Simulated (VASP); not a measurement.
# Cu in VASP: further runs

The runs below take Cu through single point, with PBE.

All numbers are computed with VASP 6.6.1; they aren't measurements. Logs are shortened: lines on timing, memory, paths and dates and some standing lists are left out, and cuts for length are marked.

### Step 1. The cell of the first run

The typed cell holds 6 atoms: a = 4.730 Å, b = 4.730 Å, c = 4.730 Å, α = 111.51°, β = 111.51°, γ = 111.51°.

### Step 2. Single point, PBE

INCAR

```
PREC = Accurate
ENCUT = 520
EDIFF = 1E-6
ISMEAR = 0
SIGMA = 0.1
LREAL = F
LASPH = T
NELM = 80
ALGO = Fast
ISIF = 2
LWAVE = F
LCHARG = F
GGA = PE
NBANDS = 42
```

KPOINTS

```
regular mesh
0
Gamma
  6 6 6
```

POSCAR

```
Cu
1.0
    3.9097817847      2.2573135659      1.4105343780
   -3.9097817847      2.2573135659      1.4105343780
    0.0000000000     -4.5146271317      1.4105343781
Cu
6
Direct
    0.4351899211      0.2499959303      0.0647856504
    0.0647856504      0.4351899211      0.2499959303
    0.2499959303      0.0647856504      0.4351899211
    0.5648100789      0.7500040697      0.9352143496
    0.9352143496      0.5648100789      0.7500040697
    0.7500040697      0.9352143496      0.5648100789
```

Potentials or basis: VASP PAW PBE potentials, release 64 (Cu).

The run is started by

```
$ cat potpaw_PBE.64/Cu/POTCAR > POTCAR
$ mpirun -np 1 vasp_std > vasp.out
```

OUTCAR:

```text
PREC = Accurate
   ENCUT = 520
   EDIFF = 1E-6
   ISMEAR = 0
   LREAL = F
   LASPH = T
   NELM = 80
   ISIF = 2
   GGA = PE

 ion  position               nearest neighbor table
   1  0.435  0.250  0.065-   3 2.45   2 2.45   3 2.51   2 2.51   6 2.56   5 2.56   5 2.56   6 2.56
                             4 2.57   4 2.57
   2  0.065  0.435  0.250-   1 2.45   3 2.45   3 2.51   1 2.51   6 2.56   4 2.56   4 2.56   6 2.56
                             5 2.57   5 2.57
   3  0.250  0.065  0.435-   1 2.45   2 2.45   1 2.51   2 2.51   5 2.56   4 2.56   4 2.56   5 2.56
                             6 2.57   6 2.57
   4  0.565  0.750  0.935-   6 2.45   5 2.45   6 2.51   5 2.51   3 2.56   2 2.56   2 2.56   3 2.56
                             1 2.57   1 2.57
   5  0.935  0.565  0.750-   4 2.45   6 2.45   6 2.51   4 2.51   3 2.56   1 2.56   1 2.56   3 2.56
                             2 2.57   2 2.57
   6  0.750  0.935  0.565-   4 2.45   5 2.45   4 2.51   5 2.51   2 2.56   1 2.56   1 2.56   2 2.56
                             3 2.57   3 2.57

  LATTYP: Found a trigonal (rhomboedric) cell.
 ALAT       =     4.7298483454
 COS(alpha) =    -0.3665974357

  Lattice vectors:

 A1 = (   3.9097817847,   2.2573135659,   1.4105343780)
 A2 = (  -3.9097817847,   2.2573135659,   1.4105343780)
 A3 = (   0.0000000000,  -4.5146271317,   1.4105343781)

Analysis of symmetry for initial positions (statically):
=====================================================================
 Subroutine PRICEL returns:
 Original cell was already a primitive cell.

 Routine SETGRP: Setting up the symmetry group for a
 trigonal (rhombohedral) supercell.

 Subroutine GETGRP returns: Found  6 space group operations
 (whereof  6 operations were pure point group operations)
 out of a pool of 12 trial point group operations.

The static configuration has the point symmetry S_6 .

Analysis of symmetry for dynamics (positions and initial velocities):
=====================================================================
 Subroutine PRICEL returns:
 Original cell was already a primitive cell.

 Routine SETGRP: Setting up the symmetry group for a
 trigonal (rhombohedral) supercell.

 Subroutine GETGRP returns: Found  6 space group operations
 (whereof  6 operations were pure point group operations)
 out of a pool of 12 trial point group operations.

The dynamic configuration has the point symmetry S_6 .

 Subroutine INISYM returns: Found  6 space group operations
 (whereof  6 operations are pure point group operations),
 and found     1 'primitive' translations

----------------------------------------------------------------------------------------

                                     Primitive cell

  volume of cell :      74.6929

  direct lattice vectors                    reciprocal lattice vectors
     3.909781785  2.257313566  1.410534378     0.127884375  0.073834078  0.236317057
    -3.909781785  2.257313566  1.410534378    -0.127884375  0.073834078  0.236317057
     0.000000000 -4.514627132  1.410534378     0.000000000 -0.147668157  0.236317057

  length of vectors
     4.729848345  4.729848345  4.729848345     0.278660431  0.278660431  0.278660431

  position of ions in fractional coordinates (direct lattice)
     0.435189921  0.249995930  0.064785650
     0.064785650  0.435189921  0.249995930
     0.249995930  0.064785650  0.435189921
     0.564810079  0.750004070  0.935214350
     0.935214350  0.564810079  0.750004070
     0.750004070  0.935214350  0.564810079

  ion indices of the primitive-cell ions
   primitive index   ion index
                 1           1
                 2           2
                 3           3
                 4           4
                 5           5
                 6           6

----------------------------------------------------------------------------------------

 KPOINTS: regular mesh

Automatic generation of k-mesh.
 Grid dimensions read from file:
 generate k-points for:    6    6    6

 Generating k-lattice:

  Cartesian coordinates                     Fractional coordinates (reciprocal lattice)
     0.021314063  0.012305680  0.039386176     0.166666667  0.000000000  0.000000000
    -0.021314063  0.012305680  0.039386176     0.000000000  0.166666667  0.000000000
     0.000000000 -0.024611359  0.039386176     0.000000000  0.000000000  0.166666667

  Length of vectors
     0.046443405  0.046443405  0.046443405

  Shift w.r.t. Gamma in fractional coordinates (k-lattice)
     0.000000000  0.000000000  0.000000000

 Subroutine IBZKPT returns following result:
 ===========================================

 Found     40 irreducible k-points:

 Following reciprocal coordinates:
            Coordinates               Weight
  0.000000  0.000000  0.000000      1.000000
  0.166667 -0.000000 -0.000000      6.000000
  0.333333 -0.000000 -0.000000      6.000000
  0.500000 -0.000000 -0.000000      3.000000
  0.166667  0.166667 -0.000000      6.000000
  0.333333  0.166667 -0.000000      6.000000
[... 16 lines left out ...]
  0.333333  0.333333  0.166667      6.000000
  0.500000  0.333333  0.166667      6.000000
 [... further k-points ...]
   k-points           NKPTS =     40   k-points in BZ     NKDIM =     40   number of bands    NBANDS=     42
   number of dos      NEDOS =    301   number of ions     NIONS =      6
   total plane-waves  NPLWV =  46656
   dimension x,y,z NGX =    36 NGY =   36 NGZ =   36
   dimension x,y,z NGXF=    72 NGYF=   72 NGZF=   72
   ions per type =               6
   NGX,Y,Z   is equivalent  to a cutoff of  12.65, 12.65, 12.65 a.u.
   NGXF,Y,Z  is equivalent  to a cutoff of  25.31, 25.31, 25.31 a.u.
 SYSTEM =  unknown system
   PREC   = accura    normal or accurate (medium, high low for compatibility)
   ISTART =      0    job   : 0-new  1-cont  2-samecut
   ICHARG =      2    charge: 1-file 2-atom 10-const
   ISPIN  =      1    spin polarized calculation?
   LNONCOLLINEAR =      F non collinear calculations
   LSORBIT =      F    spin-orbit coupling
   LASPH  =      T    aspherical Exc in radial PAW
   ENCUT  =  520.0 eV  38.22 Ry    6.18 a.u.   8.79  8.79  8.79*2*pi/ulx,y,z
   NELM   =     80;   NELMIN=  2; NELMDL= -5     # of ELM steps
   EDIFF  = 0.1E-05   stopping-criterion for ELM
   LREAL  =      F    real-space projection
   EDIFFG = 0.1E-04   stopping-criterion for IOM
   NSW    =      0    number of steps for IOM
   IBRION =     -1    ionic relax: 0-MD 1-quasi-New 2-CG
   NFREE  =      0    steps in history (QN), initial steepest desc. (CG)
   ISIF   =      2    stress and relaxation
   ISYM   =      2    0-nonsym 1-usesym 2-fastsym
   POTIM  = 0.5000    time-step for ionic-motion
   TEBEG  =    0.0;   TEEND  =   0.0 temperature during run
   PSTRESS=    0.0 pullay stress
   NELECT =      66.0000    total number of electrons
   NUPDOWN=      -1.0000    fix difference up-down
   EMIN   =  10.00;   EMAX   =-10.00  energy-range for DOS
   EFERMI =   0.00;   METHOD = LEGACY
   ISMEAR =     0;   SIGMA  =   0.10  broadening in eV -4-tet -1-fermi 0-gaus
   EFERMI_NEDOS =   21; number of points for ismear=-14 and -15
   IALGO  =     68    algorithm
   IMIX   =      4    mixing-type and parameters
     AMIX     =   0.40;   BMIX     =  1.00
     AMIX_MAG =   1.60;   BMIX_MAG =  1.00
  volume/ion in A,a.u.               =      12.45        84.01
  Fermi-wavevector in a.u.,A,eV,Ry     =   1.570952  2.968670 33.577702  2.467891
  Thomas-Fermi vector in A             =   2.672609
   LORBIT       =      0    0 simple, 1 ext, 2 COOP (PROOUT), +10 PAW based schemes
   GGA     = PE    functional components
   LHFCALC =     F    Hartree Fock is set to
   AEXX    =    0.0000 exact exchange contribution
   IVDW    =     0    specifies the selected vdW correction
   LEPSILON=     F    determine dielectric tensor
   LRPA    =     F    only Hartree local field effects (RPA)
 non-spin polarized calculation
 RMM-DIIS sequential band-by-band and
 Gauss-broadening in eV      SIGMA  =   0.10
  energy-cutoff  :      520.00
  volume of cell :       74.69
 maximum number of plane-waves:      2031
   NGX = 17   NGY = 17   NGZ = 17

 number of electron      65.9999981 magnetization

 Free energy of the ion-electron system (eV)
  ---------------------------------------------------
  ext. energy  EPLUGINS =         0.00000000
  ---------------------------------------------------
  free energy    TOTEN  =       -21.55918306 eV

  energy without entropy =      -21.54459056  energy(sigma->0) =      -21.55188681

 E-fermi :   6.9521     XC(G=0): -12.3987

 val. band max:        6.9482167424   @ k =   0.1667   0.1667  -0.0000
 cond. band min:       6.9712835119   @ k =   0.5000   0.1667  -0.0000
 fundamental gap:      0.0230667695
 Fermi energy:         6.9520996654

 k-point     1 :       0.0000    0.0000    0.0000
  band No.  band energies     occupation
      1      -1.9978      2.00000
      2       2.7012      2.00000
      3       2.7997      2.00000
      4       2.7997      2.00000
      5       3.1222      2.00000
      6       3.1701      2.00000
[... 34 lines left out ...]
     41      12.5710      0.00000
     42      12.8076      0.00000

 k-point     2 :       0.1667   -0.0000   -0.0000
  band No.  band energies     occupation
      1      -1.6577      2.00000
      2       2.5746      2.00000
      3       2.7160      2.00000
      4       2.8251      2.00000
      5       2.9936      2.00000
      6       3.1110      2.00000
[... 34 lines left out ...]
     41      14.4050      0.00000
     42      14.4719      0.00000

 k-point     3 :       0.3333   -0.0000   -0.0000
  band No.  band energies     occupation
      1      -0.6743      2.00000
      2       2.1810      2.00000
      3       2.4840      2.00000
      4       2.5363      2.00000
      5       2.7754      2.00000
      6       3.0161      2.00000
[... 897 lines left out ...]
      4       2.2716      2.00000
      5       2.8116      2.00000
      6       2.9288      2.00000
[... 34 lines left out ...]
     41      15.9594      0.00000
     42      16.1598      0.00000

 k-point    24 :       0.5000    0.3333    0.1667
  band No.  band energies     occupation
      1      -0.0950      2.00000
      2       1.2806      2.00000
      3       2.2366      2.00000
      4       2.5451      2.00000
      5       2.8001      2.00000
      6       2.8415      2.00000
[... 34 lines left out ...]
     41      16.3738      0.00000
     42      17.1634      0.00000

 [... further k-points ...]

------------------------ aborting loop because EDIFF is reached ----------------------------------------

  FORCE on cell =-STRESS in cart. coord.  units (eV):
  Direction    XX          YY          ZZ          XY          YZ          ZX
  --------------------------------------------------------------------------------------
  -------------------------------------------------------------------------------------
  Total       -0.0291971     -0.0291971      0.0346178     -0.0000001      0.0000000      0.0000000
  in kB       -0.6262834     -0.6262834      0.7425587     -0.0000015      0.0000000      0.0000000
  external PRESSURE =      -0.1700027 kB  Pullay stress =       0.0000000 kB

 VOLUME and BASIS-vectors are now :
 -----------------------------------------------------------------------------
  energy-cutoff  :      520.00
  volume of cell :       74.69
      direct lattice vectors                 reciprocal lattice vectors
     3.909781785  2.257313566  1.410534378     0.127884375  0.073834078  0.236317057
    -3.909781785  2.257313566  1.410534378    -0.127884375  0.073834078  0.236317057
     0.000000000 -4.514627132  1.410534378     0.000000000 -0.147668157  0.236317057

 POSITION                                       TOTAL-FORCE (eV/Angst)
 -----------------------------------------------------------------------------------
      0.72407      1.25420      1.05786         0.001553      0.002536      0.000302
     -1.44820     -0.00004      1.05786        -0.002973      0.000077      0.000302
      0.72413     -1.25416      1.05786         0.001420     -0.002613      0.000302
     -0.72407     -1.25420      3.17374        -0.001553     -0.002536     -0.000302
      1.44820      0.00004      3.17374         0.002973     -0.000077     -0.000302
     -0.72413      1.25416      3.17374        -0.001420      0.002613     -0.000302
 -----------------------------------------------------------------------------------
    total drift:                                0.000000     -0.000000      0.000000

  FREE ENERGIE OF THE ION-ELECTRON SYSTEM (eV)
  ---------------------------------------------------
  free  energy   TOTEN  =       -21.5591830587 eV

  energy  without entropy=      -21.5445905640  energy(sigma->0) =      -21.55188681
```

It took 79 s on 1 thread of AMD EPYC 9R45 (Zen 5), shared host; peak memory 0.22 GiB.

What came out:

```yaml
Free_energy: -21.5592 eV
Pressure: 0.0 GPa
Band_gap_on_the_k_mesh: zero (band 33 reaches 9.02 eV, above the bottom of band 34 at 5.77 eV)
```

Forces in eV/Å, atoms in the order of the input:
```
Cu   0.002  0.003  0.000
Cu  -0.003  0.000  0.000
Cu   0.001 -0.003  0.000
Cu  -0.002 -0.003  0.000
Cu   0.003  0.000  0.000
Cu  -0.001  0.003  0.000
```

Stress tensor (GPa, compression positive):
```
-0.06  0.00  0.00
 0.00 -0.06  0.00
 0.00  0.00  0.07
```

### Step 3. Single point, PBE

INCAR

```
PREC = Accurate
ENCUT = 520
EDIFF = 1E-6
ISMEAR = 0
SIGMA = 0.1
LREAL = False
LASPH = True
NELM = 80
ALGO = Fast
ISIF = 2
LWAVE = False
LCHARG = False
GGA = PE
NBANDS = 42
```

KPOINTS

```
Automatic mesh
0
Gamma
  12 12 12
```

POSCAR

```
Cu
1.0
    3.9274099362      2.2674911839      1.3993030308
   -3.9274099362      2.2674911839      1.3993030308
    0.0000000000     -4.5349823678      1.3993030308
Cu
6
Direct
    0.4351346067      0.2500000000      0.0648653933
    0.0648653933      0.4351346067      0.2500000000
    0.2500000000      0.0648653933      0.4351346067
    0.5648653933      0.7500000000      0.9351346067
    0.9351346067      0.5648653933      0.7500000000
    0.7500000000      0.9351346067      0.5648653933
```

Potentials or basis: VASP PAW PBE potentials, release 64 (Cu).

The run is started by

```
$ cat potpaw_PBE.64/Cu/POTCAR > POTCAR
$ mpirun -np 1 vasp_std > vasp.out
```

OUTCAR:

```text
PREC = Accurate
   ENCUT = 520
   EDIFF = 1E-6
   ISMEAR = 0
   LREAL = False
   LASPH = True
   NELM = 80
   ISIF = 2
   GGA = PE

 ion  position               nearest neighbor table
   1  0.435  0.250  0.065-   2 2.45   3 2.45   2 2.52   3 2.52   6 2.55   6 2.55   5 2.55   5 2.55
                             4 2.58   4 2.58
   2  0.065  0.435  0.250-   3 2.45   1 2.45   3 2.52   1 2.52   6 2.55   4 2.55   6 2.55   4 2.55
                             5 2.58   5 2.58
   3  0.250  0.065  0.435-   2 2.45   1 2.45   2 2.52   1 2.52   4 2.55   4 2.55   5 2.55   5 2.55
                             6 2.58   6 2.58
   4  0.565  0.750  0.935-   5 2.45   6 2.45   5 2.52   6 2.52   3 2.55   3 2.55   2 2.55   2 2.55
[... 1296 lines left out ...]
  Total       -0.0050095     -0.0050095      0.0373361      0.0000000      0.0000000     -0.0000000
  in kB       -0.1073460     -0.1073460      0.8000634      0.0000000      0.0000000     -0.0000000
  external PRESSURE =       0.1951238 kB  Pullay stress =       0.0000000 kB

 VOLUME and BASIS-vectors are now :
 -----------------------------------------------------------------------------
  energy-cutoff  :      520.00
  volume of cell :       74.77
      direct lattice vectors                 reciprocal lattice vectors
     3.927409936  2.267491184  1.399303031     0.127310367  0.073502675  0.238213829
    -3.927409936  2.267491184  1.399303031    -0.127310367  0.073502675  0.238213829
     0.000000000 -4.534982368  1.399303031     0.000000000 -0.147005349  0.238213829

 POSITION                                       TOTAL-FORCE (eV/Angst)
 -----------------------------------------------------------------------------------
      0.72710      1.25937      1.04948         0.001448      0.002508      0.000000
     -1.45420      0.00000      1.04948        -0.002896     -0.000000     -0.000000
      0.72710     -1.25937      1.04948         0.001448     -0.002508      0.000000
     -0.72710     -1.25937      3.14843        -0.001448     -0.002508      0.000000
      1.45420      0.00000      3.14843         0.002896     -0.000000     -0.000000
     -0.72710      1.25937      3.14843        -0.001448      0.002508      0.000000
 -----------------------------------------------------------------------------------
    total drift:                                0.000000     -0.000000      0.000000

  FREE ENERGIE OF THE ION-ELECTRON SYSTEM (eV)
  ---------------------------------------------------
  free  energy   TOTEN  =       -21.5476435658 eV

  energy  without entropy=      -21.5345614438  energy(sigma->0) =      -21.54110250
```

stdout:

```text
POSCAR found type information on POSCAR Cu
 POSCAR found :  1 types and       6 ions
 scaLAPACK will be used
 LDA part: xc-table for (Slater+PW92), standard interpolation
 POSCAR, INCAR and KPOINTS ok, starting setup
 FFT: planning ... GRIDC
 FFT: planning ... GRID_SOFT
 FFT: planning ... GRID
 WAVECAR not read
 entering main loop
```

Run time: 5.9 min. Hardware: 1 thread of AMD EPYC 9R45 (Zen 5), shared host; peak memory 0.47 GiB.

Results:

```
Free energy            : -21.5476 eV
Pressure               : 0.0 GPa
Band gap on the k mesh : zero (band 33 reaches 8.94 eV, above the bottom of band 34 at 5.58 eV)
```

Forces in eV/Å, atoms in the order of the input:
```
Cu   0.001  0.003  0.000
Cu  -0.003  0.000  0.000
Cu   0.001 -0.003  0.000
Cu  -0.001 -0.003  0.000
Cu   0.003  0.000  0.000
Cu  -0.001  0.003  0.000
```

Stress tensor (GPa, compression positive):
```
-0.01  0.00  0.00
 0.00 -0.01  0.00
 0.00  0.00  0.08
```
